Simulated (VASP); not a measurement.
# Ru (P6_3/mmc) in VASP: further runs

Ru is run at these levels: PBEsol; tasks: single point.

Everything below comes from runs of VASP 6.6.1. Logs are shortened: lines on timing, memory, paths and dates and some standing lists are left out, and cuts for length are marked.

## (1) The cell of the first run

Symmetry: P6_3/mmc, No. 194, hexagonal system. The conventional cell has a = 2.706 Å, b = 2.706 Å, c = 4.282 Å, α = 90.00°, β = 90.00°, γ = 120.00°. Ru (site symmetry -6m2) has 12 Ru at 2.65 to 2.71 Å within 3.5 Å.

## (2) Single point, PBEsol

INCAR

```
ALGO = Fast
EDIFF = 1E-6
ENCUT = 520
GGA = PS
ISIF = 2
ISMEAR = 0
LASPH = T
LCHARG = F
LREAL = F
LWAVE = F
NBANDS = 21
NELM = 80
PREC = Accurate
SIGMA = 0.1
```

KPOINTS

```
k-points
0
Gamma
  9 9 4
```

POSCAR

```
Ru
1.0
    2.7058000000      0.0000000000      0.0000000000
   -1.3529000000      2.3432915376      0.0000000000
    0.0000000000      0.0000000000      4.2819000000
Ru
2
Direct
    0.3333333333      0.6666666667      0.2500000000
    0.6666666667      0.3333333333      0.7500000000
```

Potentials or basis: VASP PAW PBE potentials, release 64 (Ru_pv).

Command:

```console
$ cat potpaw_PBE.64/Ru_pv/POTCAR > POTCAR
$ mpirun -np 1 vasp_std > vasp.out
```

OUTCAR:

```text
EDIFF = 1E-6
   ENCUT = 520
   GGA = PS
   ISIF = 2
   ISMEAR = 0
   LASPH = T
   LREAL = F
   NELM = 80
   PREC = Accurate

 ion  position               nearest neighbor table
   1  0.333  0.667  0.250-   2 2.65   2 2.65   2 2.65   2 2.65   2 2.65   2 2.65
   2  0.667  0.333  0.750-   1 2.65   1 2.65   1 2.65   1 2.65   1 2.65   1 2.65

  LATTYP: Found a hexagonal cell.
 ALAT       =     2.7058000000
 C/A-ratio  =     1.5824894671

  Lattice vectors:

 A1 = (   2.7058000000,   0.0000000000,   0.0000000000)
 A2 = (  -1.3529000000,   2.3432915376,   0.0000000000)
 A3 = (   0.0000000000,   0.0000000000,   4.2819000000)

Analysis of symmetry for initial positions (statically):
=====================================================================
 Subroutine PRICEL returns:
 Original cell was already a primitive cell.

 Routine SETGRP: Setting up the symmetry group for a
 hexagonal supercell.

 Subroutine GETGRP returns: Found 24 space group operations
 (whereof 12 operations were pure point group operations)
 out of a pool of 24 trial point group operations.

The static configuration has the point symmetry D_3d.
 The point group associated with its full space group is D_6h.

Analysis of symmetry for dynamics (positions and initial velocities):
=====================================================================
 Subroutine PRICEL returns:
 Original cell was already a primitive cell.

 Routine SETGRP: Setting up the symmetry group for a
 hexagonal supercell.

 Subroutine GETGRP returns: Found 24 space group operations
 (whereof 12 operations were pure point group operations)
 out of a pool of 24 trial point group operations.

The dynamic configuration has the point symmetry D_3d.
 The point group associated with its full space group is D_6h.

 Subroutine INISYM returns: Found 24 space group operations
 (whereof 12 operations are pure point group operations),
 and found     1 'primitive' translations

----------------------------------------------------------------------------------------

                                     Primitive cell

  volume of cell :      27.1493

  direct lattice vectors                    reciprocal lattice vectors
[... 74 lines left out ...]
   ions per type =               2
   NGX,Y,Z   is equivalent  to a cutoff of  12.29, 12.29, 12.42 a.u.
   NGXF,Y,Z  is equivalent  to a cutoff of  24.58, 24.58, 24.85 a.u.
 SYSTEM =  unknown system
   PREC   = accura    normal or accurate (medium, high low for compatibility)
   ISTART =      0    job   : 0-new  1-cont  2-samecut
   ICHARG =      2    charge: 1-file 2-atom 10-const
   ISPIN  =      1    spin polarized calculation?
   LNONCOLLINEAR =      F non collinear calculations
   LSORBIT =      F    spin-orbit coupling
   LASPH  =      T    aspherical Exc in radial PAW
   ENCUT  =  520.0 eV  38.22 Ry    6.18 a.u.   5.03  5.03  7.96*2*pi/ulx,y,z
   NELM   =     80;   NELMIN=  2; NELMDL= -5     # of ELM steps
   EDIFF  = 0.1E-05   stopping-criterion for ELM
   LREAL  =      F    real-space projection
[... 7 lines left out ...]
   TEBEG  =    0.0;   TEEND  =   0.0 temperature during run
   PSTRESS=    0.0 pullay stress
   NELECT =      28.0000    total number of electrons
   NUPDOWN=      -1.0000    fix difference up-down
   EMIN   =  10.00;   EMAX   =-10.00  energy-range for DOS
   EFERMI =   0.00;   METHOD = LEGACY
   ISMEAR =     0;   SIGMA  =   0.10  broadening in eV -4-tet -1-fermi 0-gaus
   EFERMI_NEDOS =   21; number of points for ismear=-14 and -15
   IALGO  =     68    algorithm
   IMIX   =      4    mixing-type and parameters
     AMIX     =   0.40;   BMIX     =  1.00
     AMIX_MAG =   1.60;   BMIX_MAG =  1.00
  volume/ion in A,a.u.               =      13.57        91.61
  Fermi-wavevector in a.u.,A,eV,Ry     =   1.654022  3.125649 37.222674  2.735789
  Thomas-Fermi vector in A             =   2.742361
   LORBIT       =      0    0 simple, 1 ext, 2 COOP (PROOUT), +10 PAW based schemes
   GGA     = PS    functional components
   LHFCALC =     F    Hartree Fock is set to
   AEXX    =    0.0000 exact exchange contribution
   IVDW    =     0    specifies the selected vdW correction
   LEPSILON=     F    determine dielectric tensor
   LRPA    =     F    only Hartree local field effects (RPA)
 non-spin polarized calculation
 RMM-DIIS sequential band-by-band and
 Gauss-broadening in eV      SIGMA  =   0.10
  energy-cutoff  :      520.00
  volume of cell :       27.15
 maximum number of plane-waves:       742
 NGX is ok and might be reduce to    20
   NGX =  9   NGY =  9   NGZ = 15

 number of electron      28.0000008 magnetization

 Free energy of the ion-electron system (eV)
  ---------------------------------------------------
  ext. energy  EPLUGINS =         0.00000000
  ---------------------------------------------------
  free energy    TOTEN  =       -20.32554137 eV

  energy without entropy =      -20.31442043  energy(sigma->0) =      -20.31998090

 E-fermi :  12.8767     XC(G=0): -14.2822

 val. band max:       12.7521159384   @ k =   0.3333   0.0000   0.2500
 cond. band min:      12.8779032910   @ k =   0.3333   0.3333   0.2500
 fundamental gap:      0.1257873526
 Fermi energy:        12.8766924548

 k-point     1 :       0.0000    0.0000    0.0000
  band No.  band energies     occupation
      1     -30.9113      2.00000
      2     -29.9587      2.00000
      3     -29.9587      2.00000
      4     -29.7876      2.00000
      5     -29.7876      2.00000
      6     -29.7610      2.00000
[... 565 lines left out ...]
     20      25.3402      0.00000
     21      25.5469      0.00000

 [... further k-points ...]

------------------------ aborting loop because EDIFF is reached ----------------------------------------

  FORCE on cell =-STRESS in cart. coord.  units (eV):
  Direction    XX          YY          ZZ          XY          YZ          ZX
  --------------------------------------------------------------------------------------
  -------------------------------------------------------------------------------------
  Total       -0.8865981     -0.8865981     -1.3925602     -0.0000000      0.0000000      0.0000000
  in kB      -52.3213389    -52.3213389    -82.1799801     -0.0000000      0.0000000      0.0000000
  external PRESSURE =     -62.2742193 kB  Pullay stress =       0.0000000 kB

 VOLUME and BASIS-vectors are now :
 -----------------------------------------------------------------------------
  energy-cutoff  :      520.00
  volume of cell :       27.15
      direct lattice vectors                 reciprocal lattice vectors
     2.705800000  0.000000000  0.000000000     0.369576465  0.213375072  0.000000000
    -1.352900000  2.343291538  0.000000000     0.000000000  0.426750144  0.000000000
     0.000000000  0.000000000  4.281900000     0.000000000  0.000000000  0.233541185

 POSITION                                       TOTAL-FORCE (eV/Angst)
 -----------------------------------------------------------------------------------
     -0.00000      1.56219      1.07048         0.000000      0.000000      0.000000
      1.35290      0.78110      3.21143        -0.000000     -0.000000      0.000000
 -----------------------------------------------------------------------------------
    total drift:                               -0.000000      0.000000     -0.000000

  FREE ENERGIE OF THE ION-ELECTRON SYSTEM (eV)
  ---------------------------------------------------
  free  energy   TOTEN  =       -20.3255413687 eV

  energy  without entropy=      -20.3144204329  energy(sigma->0) =      -20.31998090
```

stdout:

```text
POSCAR found type information on POSCAR Ru
 POSCAR found :  1 types and       2 ions
 scaLAPACK will be used
 -----------------------------------------------------------------------------
|                                                                             |
|                                                                             |
|     You enforced a specific xc type in the INCAR file but a different       |
|     I HOPE YOU KNOW WHAT YOU ARE DOING!                                     |
|                                                                             |
 -----------------------------------------------------------------------------

 LDA part: xc-table for (Slater+PW92), standard interpolation
 POSCAR, INCAR and KPOINTS ok, starting setup
 FFT: planning ... GRIDC
 FFT: planning ... GRID_SOFT
 FFT: planning ... GRID
 WAVECAR not read
 entering main loop
```

It took 16 s on 1 thread of Intel Xeon Platinum 8259CL at 2.50GHz (Skylake/Cascade Lake), shared host; peak memory 0.14 GiB.

Results:

* Free energy: -20.3255 eV
* Pressure: -6.2 GPa
* Band gap on the k mesh: zero (band 14 reaches 14.18 eV, above the bottom of band 15 at 11.12 eV)

Stress tensor (GPa, compression positive):
```
-5.23  0.00  0.00
 0.00 -5.23  0.00
 0.00  0.00 -8.22
```

Caveat: the k points lie up to 0.37 Å⁻¹ apart; the PAW data sets were made with another functional, which shifts forces and pressure a little.

## (3) Single point, PBEsol

This run uses another cell than the first one, of 13.34 Å³/atom, 0.983 times its volume.

INCAR

```
  ALGO = Fast
  EDIFF = 1E-6
  ENCUT = 520
  GGA = PS
  ISIF = 2
  ISMEAR = -1
  LASPH = True
  LCHARG = True
  LELF = True
  LREAL = False
  LVHAR = True
  LWAVE = False
  NBANDS = 21
  NELM = 60
  PREC = Accurate
  SIGMA = 0.15
```

KPOINTS

```
k-points
0
Gamma
  18 18 12
```

POSCAR

```
Ru
1.0
    2.6919116543      0.0000000000      0.0000000000
   -1.3459558271      2.3312638774      0.0000000000
    0.0000000000      0.0000000000      4.2510581128
Ru
2
Direct
    0.3333333333      0.6666666667      0.2500000000
    0.6666666667      0.3333333333      0.7500000000
```

Potentials or basis: VASP PAW PBE potentials, release 64 (Ru_pv).

Command:

```console
$ cat potpaw_PBE.64/Ru_pv/POTCAR > POTCAR
$ mpirun -np 1 vasp_std > vasp.out
```

OUTCAR:

```text
EDIFF = 1E-6
   ENCUT = 520
   GGA = PS
   ISIF = 2
   ISMEAR = -1
   LASPH = True
   LREAL = False
   NELM = 60
   PREC = Accurate

 ion  position               nearest neighbor table
   1  0.333  0.667  0.250-   2 2.63   2 2.63   2 2.63   2 2.63   2 2.63   2 2.63
   2  0.667  0.333  0.750-   1 2.63   1 2.63   1 2.63   1 2.63   1 2.63   1 2.63

  LATTYP: Found a hexagonal cell.
 ALAT       =     2.6919116543
 C/A-ratio  =     1.5791967415

  Lattice vectors:

 A1 = (   2.6919116543,   0.0000000000,   0.0000000000)
 A2 = (  -1.3459558271,   2.3312638774,   0.0000000000)
 A3 = (   0.0000000000,   0.0000000000,   4.2510581128)

Analysis of symmetry for initial positions (statically):
=====================================================================
 Subroutine PRICEL returns:
 Original cell was already a primitive cell.

 Routine SETGRP: Setting up the symmetry group for a
 hexagonal supercell.

 Subroutine GETGRP returns: Found 24 space group operations
 (whereof 12 operations were pure point group operations)
 out of a pool of 24 trial point group operations.

The static configuration has the point symmetry D_3d.
 The point group associated with its full space group is D_6h.

Analysis of symmetry for dynamics (positions and initial velocities):
=====================================================================
 Subroutine PRICEL returns:
 Original cell was already a primitive cell.

 Routine SETGRP: Setting up the symmetry group for a
 hexagonal supercell.

 Subroutine GETGRP returns: Found 24 space group operations
 (whereof 12 operations were pure point group operations)
 out of a pool of 24 trial point group operations.

The dynamic configuration has the point symmetry D_3d.
 The point group associated with its full space group is D_6h.

 Subroutine INISYM returns: Found 24 space group operations
 (whereof 12 operations are pure point group operations),
 and found     1 'primitive' translations

[... 110 lines left out ...]
   EFERMI_NEDOS =   21; number of points for ismear=-14 and -15
   IALGO  =     68    algorithm
   IMIX   =      4    mixing-type and parameters
     AMIX     =   0.40;   BMIX     =  1.00
     AMIX_MAG =   1.60;   BMIX_MAG =  1.00
  volume/ion in A,a.u.               =      13.34        90.02
  Fermi-wavevector in a.u.,A,eV,Ry     =   1.663710  3.143957 37.660008  2.767933
  Thomas-Fermi vector in A             =   2.750380
   LORBIT       =      0    0 simple, 1 ext, 2 COOP (PROOUT), +10 PAW based schemes
   GGA     = PS    functional components
   LHFCALC =     F    Hartree Fock is set to
   AEXX    =    0.0000 exact exchange contribution
   IVDW    =     0    specifies the selected vdW correction
   LEPSILON=     F    determine dielectric tensor
   LRPA    =     F    only Hartree local field effects (RPA)
 non-spin polarized calculation
 RMM-DIIS sequential band-by-band and
  energy-cutoff  :      520.00
  volume of cell :       26.68
 maximum number of plane-waves:       738
 NGX is ok and might be reduce to    20
   NGX =  9   NGY =  9   NGZ = 15

 number of electron      27.9999998 magnetization

 Free energy of the ion-electron system (eV)
  ---------------------------------------------------
  ext. energy  EPLUGINS =         0.00000000
  ---------------------------------------------------
  free energy    TOTEN  =       -20.40171355 eV

  energy without entropy =      -20.28169268  energy(sigma->0) =      -20.34170311

 E-fermi :  13.0398     XC(G=0): -14.3900

 val. band max:       13.0361607802   @ k =   0.2222   0.0556   0.3333
 cond. band min:      13.0570974759   @ k =   0.0556  -0.0000   0.0833
 fundamental gap:      0.0209366957
 Fermi energy:        13.0398076015

 k-point     1 :       0.0000    0.0000    0.0000
  band No.  band energies     occupation
      1     -30.6455      2.00000
      2     -29.6487      2.00000
      3     -29.6487      2.00000
      4     -29.4660      2.00000
      5     -29.4660      2.00000
      6     -29.4208      2.00000
[... 565 lines left out ...]
     20      25.1158      0.00000
     21      25.3192      0.00000

 [... further k-points ...]

------------------------ aborting loop because EDIFF is reached ----------------------------------------

  FORCE on cell =-STRESS in cart. coord.  units (eV):
  Direction    XX          YY          ZZ          XY          YZ          ZX
  --------------------------------------------------------------------------------------
  -------------------------------------------------------------------------------------
  Total       -0.0083923     -0.0083923     -0.0035977     -0.0000000      0.0000000      0.0000000
  in kB       -0.5040162     -0.5040162     -0.2160685     -0.0000000      0.0000000      0.0000000
  external PRESSURE =      -0.4080336 kB  Pullay stress =       0.0000000 kB

 VOLUME and BASIS-vectors are now :
 -----------------------------------------------------------------------------
  energy-cutoff  :      520.00
  volume of cell :       26.68
      direct lattice vectors                 reciprocal lattice vectors
     2.691911654  0.000000000  0.000000000     0.371483217  0.214475935  0.000000000
    -1.345955827  2.331263877  0.000000000     0.000000000  0.428951870  0.000000000
     0.000000000  0.000000000  4.251058113     0.000000000  0.000000000  0.235235552

 POSITION                                       TOTAL-FORCE (eV/Angst)
 -----------------------------------------------------------------------------------
     -0.00000      1.55418      1.06276         0.000000      0.000000      0.000000
      1.34596      0.77709      3.18829        -0.000000     -0.000000      0.000000
 -----------------------------------------------------------------------------------
    total drift:                                0.000000     -0.000000      0.000000

  FREE ENERGIE OF THE ION-ELECTRON SYSTEM (eV)
  ---------------------------------------------------
  free  energy   TOTEN  =       -20.4017135454 eV

  energy  without entropy=      -20.2816926835  energy(sigma->0) =      -20.34170311
```

It took 1.7 min on 1 thread of Intel Xeon Platinum 8259CL at 2.50GHz (Skylake/Cascade Lake), shared host; peak memory 0.22 GiB.

Results:

```
Free energy            : -20.4017 eV
Pressure               : 0.0 GPa
Band gap on the k mesh : zero (band 14 reaches 14.69 eV, above the bottom of band 15 at 11.34 eV)
```

Caveat: the PAW data sets were made with another functional, which shifts forces and pressure a little.

(Continued in part 2 of 2.)
